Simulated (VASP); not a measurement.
CoAu, 2 atoms in the cell. It takes space group R-3m (No. 166, trigonal). Conventional cell: a = 2.782 Å, b = 2.782 Å, c = 12.902 Å, α = 90.00°, β = 90.00°, γ = 120.00°. Co (site symmetry -3m) has 6 Au at 2.68 Å and 6 Co at 2.78 Å within 3.5 Å. Au (site symmetry -3m) has 6 Co at 2.68 Å and 6 Au at 2.78 Å within 3.5 Å. 

- Program: VASP 6.6.1
- Task: single point
- Functional: PBE
- Potentials or basis: VASP PAW PBE potentials, release 64 (Co, Au)
- Cutoff: 520 eV
- k mesh: 18 × 18 × 18
- Occupations: gaussian, width 0.1 eV
- Spin: no spin polarisation
- Dipole correction: no
- Further INCAR settings: ALGO = Fast; EDIFF = 1e-06; NBANDS = 17

Potentials or basis: VASP PAW PBE potentials, release 64 (Co, Au).

Launch:

```bash
$ cat potpaw_PBE.64/Co/POTCAR potpaw_PBE.64/Au/POTCAR > POTCAR
$ mpirun -np 1 vasp_std > vasp.out
```

Hardware: 1 thread of Intel(R) Xeon(R) 6975P-C (Granite Rapids) (shared host).

Q: Estimate the wall time of this run.

A: Run time: 4.2 min on 1 thread of Intel(R) Xeon(R) 6975P-C (Granite Rapids) (shared host), peak memory 0.47 GiB. Counts: scf iterations 16, k points 580.
